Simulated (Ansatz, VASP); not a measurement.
Two plane-wave programs on Pb

```
Pb
1.0
     0.00000    3.47849    3.47849
     3.47849    0.00000    3.47849
     3.47849    3.47849    0.00000
Pb
2
Direct
  0.00000 0.00000 0.00000
  0.25000 0.25000 0.25000
```

Alike in both runs: functional r2SCAN; k mesh 12 × 12 × 12; occupations gaussian, width 0.1 eV; no spin polarisation.

Ansatz relaxed the structure, and its values are those at the end. VASP's run is a single point on that final structure, the one shown.

```csv
,VASP,Ansatz
version,VASP 6.6.1,Ansatz 0.2.0
potentials or method,"VASP PAW PBE potentials, release 64 (Pb_d), cutoff 520 eV","scalar-relativistic, plane waves, PAW"
valence electrons in the cell,28,28
```

```tsv
	VASP	Ansatz	Ansatz less VASP
gap on the k mesh at the Fermi level (eV)	none	none	-
pressure (GPa)	-0.1	-0.1	+0.02
```

VASP's potentials were made for PBE, not for r2SCAN. A gap of «none» marks a metal or a gap that the smearing closes.

Neither program's run includes spin-orbit coupling.
